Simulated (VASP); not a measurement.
# SiO2 (P4_32_12) in VASP: a series of runs

Aim: see how the results for SiO2 move with the level of theory and the settings. Levels: r2SCAN, PBE. Tasks: single point.

Everything below comes from runs of VASP 6.6.1. Logs are shortened: lines on timing, memory, paths and dates and some standing lists are left out, and cuts for length are marked.

### Step 1. The cell of the first run

It takes space group P4_32_12 (No. 96, tetragonal). Conventional cell: a = 4.979 Å, b = 4.979 Å, c = 6.915 Å, α = 90.00°, β = 90.00°, γ = 90.00°. Within 2.1 Å of Si (site symmetry 2) lie 4 O at 1.61 Å. O (site symmetry 1) has 2 Si at 1.61 Å within 2.1 Å.

### Step 2. Single point, r2SCAN

POSCAR reads:

```
SiO2
1.0
    4.9791834864      0.0000000000      0.0000000000
    0.0000000000      4.9791834864      0.0000000000
    0.0000000000      0.0000000000      6.9149642955
Si O
4 8
Direct
    0.8024550271      0.8024550271      0.5000000000
    0.6975449729      0.3024550271      0.2500000000
    0.1975449729      0.1975449729      0.0000000000
    0.3024550271      0.6975449729      0.7500000000
    0.2618307318      0.3907355320      0.8185481899
    0.1092644680      0.7618307318      0.5685481899
    0.7381692682      0.6092644680      0.3185481899
    0.8907355320      0.2381692682      0.0685481899
    0.7618307318      0.1092644680      0.4314518101
    0.6092644680      0.7381692682      0.6814518101
    0.2381692682      0.8907355320      0.9314518101
    0.3907355320      0.2618307318      0.1814518101
```

INCAR.step1 reads:

```
SYSTEM = SiO2
PREC     = Accurate       ! precision mode
ENCUT    = 520            ! plane-wave cutoff, eV
ISMEAR   = -1             ! smearing method
SIGMA    = 0.02           ! smearing width, eV
LREAL    = .FALSE.        ! projectors in reciprocal space
LASPH    = .TRUE.         ! aspherical terms in the spheres
NELM     = 80             ! most SCF steps
NBANDS   = 44             ! bands
GGA      = PE             ! functional
ALGO     = Normal         ! electronic algorithm
EDIFF    = 1E-4           ! SCF threshold, eV
LWAVE    = .TRUE.         ! write WAVECAR
LCHARG   = .FALSE.        ! write CHGCAR
```

INCAR.step2 reads:

```
SYSTEM = SiO2
PREC     = Accurate       ! precision mode
ENCUT    = 520            ! plane-wave cutoff, eV
EDIFF    = 1E-6           ! SCF threshold, eV
ISMEAR   = -1             ! smearing method
SIGMA    = 0.02           ! smearing width, eV
LREAL    = .FALSE.        ! projectors in reciprocal space
LASPH    = .TRUE.         ! aspherical terms in the spheres
NELM     = 80             ! most SCF steps
ALGO     = Normal         ! electronic algorithm
ISIF     = 2              ! what is computed and relaxed
LWAVE    = .FALSE.        ! write WAVECAR
LCHARG   = .FALSE.        ! write CHGCAR
METAGGA  = R2SCAN         ! meta-GGA
LMIXTAU  = .TRUE.       
NBANDS   = 44             ! bands
ISTART   = 1
```

KPOINTS reads:

```
Automatic mesh
0
G
  4 4 4
  0 0 0
```

Potentials or basis: VASP PAW PBE potentials, release 64 (Si, O).

Started as:

```console
$ cat potpaw_PBE.64/Si/POTCAR potpaw_PBE.64/O/POTCAR > POTCAR
$ cp INCAR.step1 INCAR
$ mpirun -np 1 vasp_std > vasp.out
$ cp INCAR.step2 INCAR
$ mpirun -np 1 vasp_std > vasp.out
```

OUTCAR:

```text
SYSTEM = SiO2
   PREC = Accurate
   ENCUT = 520
   EDIFF = 1E-6
   ISMEAR = -1
   LREAL = .FALSE.
   LASPH = .TRUE.
   NELM = 80
   ISIF = 2
   METAGGA = R2SCAN
   ISTART = 1

 ion  position               nearest neighbor table
   1  0.802  0.802  0.500-   6 1.61   9 1.61   7 1.61  10 1.61   2 3.08   4 3.08   2 3.08   4 3.08

   2  0.698  0.302  0.250-   7 1.61  12 1.61   9 1.61   8 1.61   1 3.08   3 3.08   1 3.08   3 3.08

   3  0.198  0.198  0.000-   8 1.61  11 1.61   5 1.61  12 1.61   2 3.08   4 3.08   4 3.08   2 3.08

   4  0.302  0.698  0.750-   5 1.61  10 1.61   6 1.61  11 1.61   1 3.08   3 3.08   3 3.08   1 3.08

   5  0.262  0.391  0.819-   4 1.61   3 1.61
   6  0.109  0.762  0.569-   1 1.61   4 1.61
   7  0.738  0.609  0.319-   2 1.61   1 1.61
   8  0.891  0.238  0.069-   3 1.61   2 1.61
   9  0.762  0.109  0.431-   1 1.61   2 1.61
  10  0.609  0.738  0.681-   4 1.61   1 1.61
  11  0.238  0.891  0.931-   3 1.61   4 1.61
  12  0.391  0.262  0.181-   2 1.61   3 1.61

  LATTYP: Found a simple tetragonal cell.
 ALAT       =     4.9791834864
 C/A-ratio  =     1.3887747488

  Lattice vectors:

 A1 = (   4.9791834864,   0.0000000000,   0.0000000000)
 A2 = (   0.0000000000,   4.9791834864,   0.0000000000)
 A3 = (   0.0000000000,   0.0000000000,   6.9149642955)

Analysis of symmetry for initial positions (statically):
=====================================================================
 Subroutine PRICEL returns:
 Original cell was already a primitive cell.

 Routine SETGRP: Setting up the symmetry group for a
 simple tetragonal supercell.

 Subroutine GETGRP returns: Found  8 space group operations
 (whereof  2 operations were pure point group operations)
 out of a pool of 16 trial point group operations.

The static configuration has the point symmetry C_2 .
 The point group associated with its full space group is D_4 .

Analysis of symmetry for dynamics (positions and initial velocities):
=====================================================================
 Subroutine PRICEL returns:
 Original cell was already a primitive cell.

 Routine SETGRP: Setting up the symmetry group for a
 simple tetragonal supercell.

 Subroutine GETGRP returns: Found  8 space group operations
 (whereof  2 operations were pure point group operations)
 out of a pool of 16 trial point group operations.

The dynamic configuration has the point symmetry C_2 .
 The point group associated with its full space group is D_4 .

 Subroutine INISYM returns: Found  8 space group operations
 (whereof  2 operations are pure point group operations),
 and found     1 'primitive' translations

----------------------------------------------------------------------------------------

                                     Primitive cell

  volume of cell :     171.4376

  direct lattice vectors                    reciprocal lattice vectors
     4.979183486  0.000000000  0.000000000     0.200836142  0.000000000  0.000000000
     0.000000000  4.979183486  0.000000000     0.000000000  0.200836142  0.000000000
     0.000000000  0.000000000  6.914964295     0.000000000  0.000000000  0.144613906

  length of vectors
     4.979183486  4.979183486  6.914964295     0.200836142  0.200836142  0.144613906

  position of ions in fractional coordinates (direct lattice)
     0.802455027  0.802455027  0.500000000
     0.697544973  0.302455027  0.250000000
     0.197544973  0.197544973  0.000000000
     0.302455027  0.697544973  0.750000000
     0.261830732  0.390735532  0.818548190
     0.109264468  0.761830732  0.568548190
     0.738169268  0.609264468  0.318548190
     0.890735532  0.238169268  0.068548190
     0.761830732  0.109264468  0.431451810
     0.609264468  0.738169268  0.681451810
     0.238169268  0.890735532  0.931451810
     0.390735532  0.261830732  0.181451810

  ion indices of the primitive-cell ions
   primitive index   ion index
                 1           1
                 2           2
                 3           3
                 4           4
                 5           5
                 6           6
                 7           7
                 8           8
                 9           9
                10          10
                11          11
                12          12

----------------------------------------------------------------------------------------

 KPOINTS: Automatic mesh

Automatic generation of k-mesh.
 Grid dimensions read from file:
 generate k-points for:    4    4    4

 Generating k-lattice:

  Cartesian coordinates                     Fractional coordinates (reciprocal lattice)
     0.050209035  0.000000000  0.000000000     0.250000000  0.000000000  0.000000000
     0.000000000  0.050209035  0.000000000     0.000000000  0.250000000  0.000000000
     0.000000000  0.000000000  0.036153477     0.000000000  0.000000000  0.250000000

  Length of vectors
     0.050209035  0.050209035  0.036153477

  Shift w.r.t. Gamma in fractional coordinates (k-lattice)
     0.000000000  0.000000000  0.000000000

 Subroutine IBZKPT returns following result:
 ===========================================

 Found     18 irreducible k-points:

 Following reciprocal coordinates:
            Coordinates               Weight
  0.000000  0.000000  0.000000      1.000000
  0.250000  0.000000  0.000000      4.000000
  0.500000  0.000000  0.000000      2.000000
  0.250000  0.250000  0.000000      4.000000
  0.500000  0.250000  0.000000      4.000000
  0.500000  0.500000  0.000000      1.000000
[... 10 lines left out ...]
  0.500000  0.250000  0.500000      4.000000
  0.500000  0.500000  0.500000      1.000000
   k-points           NKPTS =     18   k-points in BZ     NKDIM =     18   number of bands    NBANDS=     44
   number of dos      NEDOS =    301   number of ions     NIONS =     12
   total plane-waves  NPLWV =  86400
   dimension x,y,z NGX =    40 NGY =   40 NGZ =   54
   dimension x,y,z NGXF=    80 NGYF=   80 NGZF=  108
   ions per type =               4   8
   NGX,Y,Z   is equivalent  to a cutoff of  13.36, 13.36, 12.98 a.u.
   NGXF,Y,Z  is equivalent  to a cutoff of  26.71, 26.71, 25.96 a.u.
 SYSTEM =  SiO2
   PREC   = accura    normal or accurate (medium, high low for compatibility)
   ISTART =      1    job   : 0-new  1-cont  2-samecut
   ICHARG =      0    charge: 1-file 2-atom 10-const
   ISPIN  =      1    spin polarized calculation?
   LNONCOLLINEAR =      F non collinear calculations
   LSORBIT =      F    spin-orbit coupling
   LASPH  =      T    aspherical Exc in radial PAW
   ENCUT  =  520.0 eV  38.22 Ry    6.18 a.u.   9.26  9.26 12.86*2*pi/ulx,y,z
   NELM   =     80;   NELMIN=  2; NELMDL=  0     # of ELM steps
   EDIFF  = 0.1E-05   stopping-criterion for ELM
   LREAL  =      F    real-space projection
   EDIFFG = 0.1E-04   stopping-criterion for IOM
   NSW    =      0    number of steps for IOM
   IBRION =     -1    ionic relax: 0-MD 1-quasi-New 2-CG
   NFREE  =      0    steps in history (QN), initial steepest desc. (CG)
   ISIF   =      2    stress and relaxation
   ISYM   =      2    0-nonsym 1-usesym 2-fastsym
   POTIM  = 0.5000    time-step for ionic-motion
   TEBEG  =    0.0;   TEEND  =   0.0 temperature during run
   PSTRESS=    0.0 pullay stress
   NELECT =      64.0000    total number of electrons
   NUPDOWN=      -1.0000    fix difference up-down
   EMIN   =  10.00;   EMAX   =-10.00  energy-range for DOS
   EFERMI =   0.00;   METHOD = LEGACY
   ISMEAR =    -1;   SIGMA  =   0.02  broadening in eV -4-tet -1-fermi 0-gaus
   EFERMI_NEDOS =   21; number of points for ismear=-14 and -15
   IALGO  =     38    algorithm
   IMIX   =      4    mixing-type and parameters
     AMIX     =   0.40;   BMIX     =  1.00
     AMIX_MAG =   1.60;   BMIX_MAG =  1.00
  volume/ion in A,a.u.               =      14.29        96.41
  Fermi-wavevector in a.u.,A,eV,Ry     =   1.178780  2.227571 18.905598  1.389522
  Thomas-Fermi vector in A             =   2.315103
   LORBIT       =      0    0 simple, 1 ext, 2 COOP (PROOUT), +10 PAW based schemes
   METAGGA = R2SCAN    functional components
   LHFCALC =     F    Hartree Fock is set to
   AEXX    =    0.0000 exact exchange contribution
   IVDW    =     0    specifies the selected vdW correction
   LEPSILON=     F    determine dielectric tensor
   LRPA    =     F    only Hartree local field effects (RPA)
 non-spin polarized calculation
  energy-cutoff  :      520.00
  volume of cell :      171.44
 maximum number of plane-waves:      4646
 NGX is ok and might be reduce to    40
   NGX = 19   NGY = 19   NGZ = 25

 number of electron      63.9999965 magnetization

 Free energy of the ion-electron system (eV)
  ---------------------------------------------------
  ext. energy  EPLUGINS =         0.00000000
  ---------------------------------------------------
  free energy    TOTEN  =      -119.16413156 eV

  energy without entropy =     -119.16413156  energy(sigma->0) =     -119.16413156

 E-fermi :   0.1399     XC(G=0):  -8.8899

 val. band max:       -0.3052060500   @ k =   0.0000   0.0000   0.0000
 cond. band min:       6.0440861985   @ k =   0.0000   0.0000   0.0000
 fundamental gap:      6.3492922484
 Fermi energy:         0.1399491929

 k-point     1 :       0.0000    0.0000    0.0000
  band No.  band energies     occupation
      1     -20.7554      2.00000
      2     -19.8539      2.00000
      3     -19.8539      2.00000
      4     -18.7209      2.00000
      5     -18.6747      2.00000
      6     -18.6690      2.00000
[... 36 lines left out ...]
     43      12.0185      0.00000
     44      12.2758      0.00000
[... 758 lines left out ...]
      4     -19.8175      2.00000
      5     -18.7348      2.00000
      6     -18.7348      2.00000
[... 36 lines left out ...]
     43      11.0096      0.00000
     44      11.0096      0.00000

------------------------ aborting loop because EDIFF is reached ----------------------------------------

  FORCE on cell =-STRESS in cart. coord.  units (eV):
  Direction    XX          YY          ZZ          XY          YZ          ZX
  --------------------------------------------------------------------------------------
  -------------------------------------------------------------------------------------
  Total        0.2657254      0.2657254      0.2089879      0.0000000      0.0000000      0.0000000
  in kB        2.4833472      2.4833472      1.9531045      0.0000000      0.0000000      0.0000000
  external PRESSURE =       2.3065996 kB  Pullay stress =       0.0000000 kB

 VOLUME and BASIS-vectors are now :
 -----------------------------------------------------------------------------
  energy-cutoff  :      520.00
  volume of cell :      171.44
      direct lattice vectors                 reciprocal lattice vectors
     4.979183486  0.000000000  0.000000000     0.200836142  0.000000000  0.000000000
     0.000000000  4.979183486  0.000000000     0.000000000  0.200836142  0.000000000
     0.000000000  0.000000000  6.914964295     0.000000000  0.000000000  0.144613906

 POSITION                                       TOTAL-FORCE (eV/Angst)
 -----------------------------------------------------------------------------------
      3.99557      3.99557      3.45748         0.018981      0.018981      0.000000
      3.47320      1.50598      1.72874        -0.018981      0.018981      0.000000
      0.98361      0.98361      0.00000        -0.018981     -0.018981      0.000000
      1.50598      3.47320      5.18622         0.018981     -0.018981      0.000000
      1.30370      1.94554      5.66023        -0.000155     -0.002727      0.002542
      0.54405      3.79329      3.93149         0.002727     -0.000155      0.002542
      3.67548      3.03364      2.20275         0.000155      0.002727      0.002542
      4.43514      1.18589      0.47401        -0.002727      0.000155      0.002542
      3.79329      0.54405      2.98347        -0.000155      0.002727     -0.002542
      3.03364      3.67548      4.71221         0.002727      0.000155     -0.002542
      1.18589      4.43514      6.44096         0.000155     -0.002727     -0.002542
      1.94554      1.30370      1.25473        -0.002727     -0.000155     -0.002542
 -----------------------------------------------------------------------------------
    total drift:                                0.000000     -0.000000      0.000000

  FREE ENERGIE OF THE ION-ELECTRON SYSTEM (eV)
  ---------------------------------------------------
  free  energy   TOTEN  =      -119.1641315625 eV

  energy  without entropy=     -119.1641315625  energy(sigma->0) =     -119.16413156
```

It took 9.7 min on 1 thread of Intel Xeon 8259CL, shared host; peak memory 0.36 GiB.

Results:

```
Free energy            : -119.1641 eV
Pressure               : 0.2 GPa
Largest force          : 0.027 eV/Å
Band gap on the k mesh : 6.35 eV
```

Forces on the atoms (eV/Å):
```
Si   0.019  0.019  0.000
Si  -0.019  0.019  0.000
Si  -0.019 -0.019  0.000
Si   0.019 -0.019  0.000
O    0.000 -0.003  0.003
O    0.003  0.000  0.003
O    0.000  0.003  0.003
O   -0.003  0.000  0.003
O    0.000  0.003 -0.003
O    0.003  0.000 -0.003
O    0.000 -0.003 -0.003
O   -0.003  0.000 -0.003
```

Caveat: the PAW data sets were made with another functional, which shifts forces and pressure a little. r2SCAN opens gaps a little over a GGA but as a rule still falls short of measured ones.

(Continued in part 2 of 2.)
